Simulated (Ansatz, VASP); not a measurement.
# Two plane-wave programs on AlIn7N8

The input INCAR:

```
SYSTEM = AlIn7N8
PREC     = Accurate       ! precision mode
ENCUT    = 520            ! plane-wave cutoff, eV
EDIFF    = 1E-6           ! SCF threshold, eV
ISMEAR   = 0              ! smearing method
SIGMA    = 0.1            ! smearing width, eV
LREAL    = Auto         
LASPH    = .TRUE.         ! aspherical terms in the spheres
NELM     = 60             ! most SCF steps
ALGO     = Normal         ! electronic algorithm
ISIF     = 2              ! what is computed and relaxed
LWAVE    = .FALSE.        ! write WAVECAR
LCHARG   = .TRUE.         ! write CHGCAR
GGA      = PS             ! functional
LELF     = .TRUE.         ! ELF
LVHAR    = .TRUE.       
NBANDS   = 81             ! bands
```

Contents of KPOINTS:

```
regular mesh
0
G
  4 3 3
  0 0 0
```

POSCAR

```
AlIn7N8
1.0
    0.0000000000      0.0000000000     -5.6069316400
   -6.9591742400      0.0000000000      0.0000000000
    3.4795871200      6.0268216800      0.0000000000
Al In N
1 7 8
Direct
    0.0000000000      0.6666666700      0.3333333300
    0.0000000000      0.1666666700      0.3333333300
    0.0000000000      0.6666666700      0.8333333300
    0.0000000000      0.1666666700      0.8333333300
    0.5000000000      0.3333333300      0.1666666700
    0.5000000000      0.8333333300      0.1666666700
    0.5000000000      0.3333333300      0.6666666700
    0.5000000000      0.8333333300      0.6666666700
    0.6250000000      0.6666666700      0.3333333300
    0.6250000000      0.1666666700      0.3333333300
    0.6250000000      0.6666666700      0.8333333300
    0.6250000000      0.1666666700      0.8333333300
    0.1250000000      0.3333333300      0.1666666700
    0.1250000000      0.8333333300      0.1666666700
    0.1250000000      0.3333333300      0.6666666700
    0.1250000000      0.8333333300      0.6666666700
```

Input for Ansatz:

```yaml
crystal:
  lattice:
    - [0.0, 0.0, -5.60693164]
    - [-6.95917424, 0.0, 0.0]
    - [3.47958712, 6.02682168, 0.0]
  atoms:
    - { symbol: Al, position: [0.0, 0.66666667, 0.33333333] }
    - { symbol: In, position: [0.0, 0.16666667, 0.33333333] }
    - { symbol: In, position: [0.0, 0.66666667, 0.83333333] }
    - { symbol: In, position: [0.0, 0.16666667, 0.83333333] }
    - { symbol: In, position: [0.5, 0.33333333, 0.16666667] }
    - { symbol: In, position: [0.5, 0.83333333, 0.16666667] }
    - { symbol: In, position: [0.5, 0.33333333, 0.66666667] }
    - { symbol: In, position: [0.5, 0.83333333, 0.66666667] }
    - { symbol: "N", position: [0.625, 0.66666667, 0.33333333] }
    - { symbol: "N", position: [0.625, 0.16666667, 0.33333333] }
    - { symbol: "N", position: [0.625, 0.66666667, 0.83333333] }
    - { symbol: "N", position: [0.625, 0.16666667, 0.83333333] }
    - { symbol: "N", position: [0.125, 0.33333333, 0.16666667] }
    - { symbol: "N", position: [0.125, 0.83333333, 0.16666667] }
    - { symbol: "N", position: [0.125, 0.33333333, 0.66666667] }
    - { symbol: "N", position: [0.125, 0.83333333, 0.66666667] }
basis:
  ecutwfc: 420
kpoints:
  mp_grid: { grid: [4, 3, 3] }
hamiltonian:
  xc: pbesol
scf:
  occupations: { method: gaussian, width: 0.1 }
output:
  forces: true
  stress: true
  eigenvalues: true
```

Alike in both runs: task single point; functional PBEsol; k mesh 4 × 3 × 3; occupations gaussian, width 0.1 eV; no spin polarisation.

```csv
,VASP,Ansatz
version,VASP 6.6.1,Ansatz 0.2.0
potentials or method,"VASP PAW PBE potentials, release 64 (Al, In_d, N), cutoff 520 eV","scalar-relativistic, plane waves, PAW"
valence electrons in the cell,134,134
```

Ansatz gave:

```
gap on the k mesh at the Fermi level (eV)                     : 0.07
least direct gap on the mesh (eV)                             : 0.07
pressure (GPa)                                                : 2.5
traceless stress, the component that is largest in VASP (GPa) : 1.94
rms of the force components (eV/Å)                            : 0.716
```

Q: Estimate VASP's values.

A: gap on the k mesh at the Fermi level (eV): 0.07; least direct gap on the mesh (eV): 0.07; pressure (GPa): 2.6; traceless stress, the component that is largest in VASP (GPa): 1.86; rms of the force components (eV/Å): 0.720.

VASP's potentials were made for PBE, not for PBEsol. Atom by atom the forces differ by 0.005 eV/Å (rms over components).
